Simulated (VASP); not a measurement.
Runs of VASP 6.6.1 on NaCl. The structure is that of space group Fm-3m (No. 225), or close to it. The cells are those of the table. 

| cell | gap on the mesh (eV) | pressure (GPa) |
| --- | --- | --- |
| a = 3.620 Å, angles 60.0, 60.0, 90.0°, 2 atoms | 6.07 | 10.1 |
| a = 3.673 Å, angles 60.0, 60.0, 90.0°, 2 atoms | 5.83 | (b) |
| a = 3.739 Å, angles 60.0, 60.0, 90.0°, 2 atoms | (a) | 4.0 |
| a = 3.548 Å, angles 60.0, 60.0, 90.0°, 2 atoms | 6.44 | 15.1 |

Alike in all rows: task single point; level LDA; potentials or basis VASP PAW LDA potentials, release 64 (Na_pv, Cl); no spin polarisation; k mesh 8 × 8 × 8; cutoff (eV) 520; smearing gaussian 0.01 eV.

Problem. Estimate the missing entries.

Solution. (a) 5.54; (b) 7.1.

